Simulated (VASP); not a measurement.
Runs of VASP 6.6.1 on TiC. The structure is that of space group Fm-3m (No. 225), or close to it. The cells are those of the table. 

```tsv
task	level	cell	k mesh	cutoff (eV)	smearing	ions in elastic constants	gap on the mesh (eV)	pressure (GPa)
single point	PBE	a = 3.064 Å, angles 60.0°, 2 atoms	16 × 16 × 16	520	gaussian 0.1 eV	-	none	0.2
single point	r2SCAN	a = 3.033 Å, angles 60.0°, 2 atoms	16 × 16 × 16	520	gaussian 0.1 eV	-	none	8.4
single point	PBE	a = 3.060 Å, angles 60.0°, 2 atoms	8 × 8 × 8	520	gaussian 0.1 eV	-	none	(a)
single point	PBE	a = 3.060 Å, angles 60.0°, 2 atoms	14 × 14 × 14	520	gaussian 0.1 eV	-	none	2.0
single point	PBE	a = 3.064 Å, angles 60.0°, 2 atoms	14 × 14 × 14	520	gaussian 0.15 eV	-	none	0.2
single point	PBE	a = 3.064 Å, angles 60.0°, 2 atoms	24 × 24 × 24	520	gaussian 0.15 eV	-	none	0.2
```

Alike in all rows: potentials or basis VASP PAW PBE potentials, release 64 (Ti_sv, C); no spin polarisation.

Task: Fill in the values left out.

Result: (a) 1.1.

Caveats: the PAW data sets were made with another functional, which shifts forces and pressure a little (some runs).

A gap of «none» marks levels without a gap at the run's occupations.
